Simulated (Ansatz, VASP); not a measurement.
**Two plane-wave programs on CuSi12**

```
Si Cu
1.0
     6.70304    0.00000    0.00000
    -3.35152    5.80500    0.00000
     0.00000    0.00000    6.49369
Si Cu
12 1
Direct
  0.66667 0.66667 0.74947
  0.33333 0.00000 0.74947
  0.00000 0.33333 0.74947
  0.00000 0.66667 0.81723
  0.66667 0.00000 0.81723
  0.33333 0.33333 0.81723
  0.00000 0.66667 0.18277
  0.66667 0.00000 0.18277
  0.33333 0.33333 0.18277
  0.66667 0.66667 0.25053
  0.33333 0.00000 0.25053
  0.00000 0.33333 0.25053
  0.00000 0.00000 0.00000
```

Alike in both runs: task relaxation of cell and atoms; functional PBE; dispersion D3(BJ); k mesh 3 × 3 × 4; occupations gaussian, width 0.1 eV; no spin polarisation.

```csv
,VASP,Ansatz
version,VASP 6.6.1,Ansatz 0.2.0
potentials or method,"VASP PAW PBE potentials, release 64 (Si, Cu), cutoff 600 eV","scalar-relativistic, plane waves, PAW"
valence electrons in the cell,59,67
```

Ansatz gave:

| Property | Result |
| --- | --- |
| gap on the k mesh at the Fermi level, each at its own relaxed structure (eV) | none |
| relaxed volume (Å³/atom) | 18.69 |
| relaxed length of the cell vector where the two differ most in proportion (Å) | 6.340 |

What did VASP give for the same quantities?

gap on the k mesh at the Fermi level, each at its own relaxed structure (eV): none; relaxed volume (Å³/atom): 18.64; relaxed length of the cell vector where the two differ most in proportion (Å): 6.316.

A gap of «none» marks a metal or a gap that the smearing closes. VASP's potentials hold 59 valence electrons a cell and Ansatz's 67, so a difference there can come from the potentials and not from the codes.

The k mesh is coarse, so the values compare programs but aren't converged.
